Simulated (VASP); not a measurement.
Wanted: the native input for a VASP 6.6.1 run.

```
Task                   : single point
Functional             : PBE
Potentials or basis    : VASP PAW PBE potentials, release 64 (Zn, Se)
Cutoff                 : 500 eV
k mesh                 : 4 × 4 × 4
Occupations            : fermi-dirac, width 0.1 eV
Spin                   : collinear spin, ferromagnetic start
Starting moments       : [0.0, 5.0] μB
Dipole correction      : no
Further INCAR settings : ALGO = Normal; EDIFF = 1e-06; NBANDS = 20
```

The structure of ZnSe lies in POSCAR:

```
ZnSe
1.0
    0.0000000000      2.8324425407      2.8324425407
    2.8324425407      0.0000000000      2.8324425407
    2.8324425407      2.8324425407      0.0000000000
Zn Se
1 1
Direct
    0.0000000000      0.0000000000      0.0000000000
    0.7500000000      0.7500000000      0.7500000000
```

These files were run (other wordings do the same):

INCAR

```
ALGO     = Normal         # electronic algorithm
EDIFF    = 1E-6           # SCF threshold, eV
ENCUT    = 500            # plane-wave cutoff, eV
GGA      = PE             # functional
GGA_COMPAT= F            
ISIF     = 2              # what is computed and relaxed
ISMEAR   = -1             # smearing method
ISPIN    = 2              # spin polarisation
LASPH    = T              # aspherical terms in the spheres
LCHARG   = F              # write CHGCAR
LORBIT   = 11             # projections on sites
LREAL    = F              # projectors in reciprocal space
LWAVE    = F              # write WAVECAR
MAGMOM   = 0 5            # initial moments
NBANDS   = 20             # bands
NELM     = 200            # most SCF steps
PREC     = Accurate       # precision mode
SIGMA    = 0.1            # smearing width, eV
```

KPOINTS

```
k-points
0
Gamma
  4 4 4
```

Potentials or basis: VASP PAW PBE potentials, release 64 (Zn, Se).

Run with:

```sh
$ cat potpaw_PBE.64/Zn/POTCAR potpaw_PBE.64/Se/POTCAR > POTCAR
$ mpirun -np 1 vasp_std > vasp.out
```

Results of the run:

```json
{
 "Pressure": "2.8 GPa",
 "Band gap on the k mesh": "1.28 eV, direct",
 "Net moment": "0.00 μB per cell",
 "Valence electrons inside the program's atomic spheres": "Zn 10.77; Se 3.91"
}
```

Caveat: the k points lie up to 0.48 Å⁻¹ apart.

Run time: 38 s on 1 thread of AMD EPYC 7R13, on a shared host, peak memory 0.15 GiB.
